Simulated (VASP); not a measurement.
The system is TiC.

```
Ti C
1.0
     0.00000    2.15118    2.15118
     2.15118    0.00000    2.15118
     2.15118    2.15118    0.00000
Ti C
1 1
Direct
  0.00000 0.00000 0.00000
  0.50000 0.50000 0.50000
```

Base run:

```yaml
Program: VASP 6.6.1
Functional: r2SCAN
Dispersion: D4
Potentials_or_basis: VASP PAW PBE potentials, release 64 (Ti_sv, C)
Cutoff: 520 eV
k_mesh: 11 × 11 × 11
Occupations: fermi-dirac, width 0.05 eV
Spin: no spin polarisation
```

Its results: band gap on the k mesh zero (band 8 reaches 10.60 eV, above the bottom of band 9 at 9.26 eV); pressure 4.0 GPa.

After a change of settings the same cell gave: band gap on the k mesh zero (band 8 reaches 10.45 eV, above the bottom of band 9 at 9.33 eV); pressure -5.5 GPa. Which change was it?
A. functional from r2SCAN to revPBE; dispersion from D4 to D3(BJ)
B. dispersion from D4 to none
C. dispersion from D4 to none; potentials or basis from VASP PAW PBE potentials, release 64 (Ti_sv, C) to VASP PAW PBE potentials, release 64 (Ti_sv, C_h); cutoff from 520 eV to 910 eV
D. dispersion from D4 to none; further incar settings from ALGO = Normal; EDIFF = 1e-06; NBANDS = 15 to ALGO = Normal; EDIFF = 1e-07; NBANDS = 15

A.

Caveats: the PAW data sets were made with another functional, which shifts forces and pressure a little; pairwise dispersion overbinds metals, which lowers pressure and volume.
